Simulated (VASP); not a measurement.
# HfSn3O8: single point with PBE

HfSn3O8:

```xyz
12
Lattice="3.4186 -3.4301 0.0000 3.4186 3.4301 0.0000 0.0000 0.0000 6.4843" Properties=species:S:1:pos:R:3 pbc="T T T"
Sn    3.4186    0.0000    1.6244
Sn    3.4186    0.0000    4.8599
Sn    0.0000    0.0000    3.2421
Hf    0.0000    0.0000    0.0000
O     1.3293    0.0000    1.6206
O     5.5080    0.0000    1.6206
O     3.4186   -1.3269    0.0000
O     3.4186    1.3269    0.0000
O     1.3293    0.0000    4.8637
O     5.5080    0.0000    4.8637
O     3.4186   -1.3357    3.2421
O     3.4186    1.3357    3.2421
```

| Item | Value |
| --- | --- |
| Program | VASP 6.6.1 |
| Task | single point |
| Functional | PBE |
| Potentials or basis | VASP PAW PBE potentials, release 64 (Sn_d, Hf_pv, O) |
| Cutoff | 520 eV |
| k mesh | 6 × 6 × 4 |
| Occupations | fermi-dirac, width 0.02 eV |
| Spin | no spin polarisation |

```json
{
  "Pressure": "-0.3 GPa",
  "Largest force": "0.191 eV/Å",
  "Band gap on the k mesh": "1.63 eV"
}
```

Forces on the atoms (eV/Å):
```
Sn   0.000  0.000 -0.010
Sn   0.000  0.000  0.010
Sn   0.000  0.000  0.000
Hf   0.000  0.000  0.000
O   -0.101  0.000 -0.136
O    0.101  0.000 -0.136
O    0.000 -0.191  0.000
O    0.000  0.191  0.000
O   -0.101  0.000  0.136
O    0.101  0.000  0.136
O    0.000 -0.011  0.000
O    0.000  0.011  0.000
```

Stress tensor (GPa, compression positive):
```
-0.17  0.00  0.00
 0.00 -0.38  0.00
 0.00  0.00 -0.32
```

Levels at points of the mesh, in eV from the valence-band top:
```tsv
k point	band 48	band 49	band 50	band 51	band 52	band 53
(0.00, 0.00, 0.00)	-0.68	-0.68	0.00	1.63	3.74	5.59
(0.50, 0.00, 0.00)	-0.83	-0.65	-0.57	3.72	4.08	4.81
(0.50, 0.50, 0.00)	-0.79	-0.77	-0.69	3.02	3.73	4.65
(0.00, 0.00, 0.50)	-0.64	-0.46	-0.45	3.31	3.92	5.07
(0.50, 0.00, 0.50)	-0.78	-0.71	-0.62	4.23	4.93	5.09
(0.50, 0.50, 0.50)	-0.79	-0.76	-0.74	3.88	4.48	5.00
```

Run time: 9.7 min on 1 thread of Oxide Virtual Turin-like Processor (shared host), peak memory 0.39 GiB.

Caveat: spin-orbit coupling is left out, which moves the levels of the heavy elements.
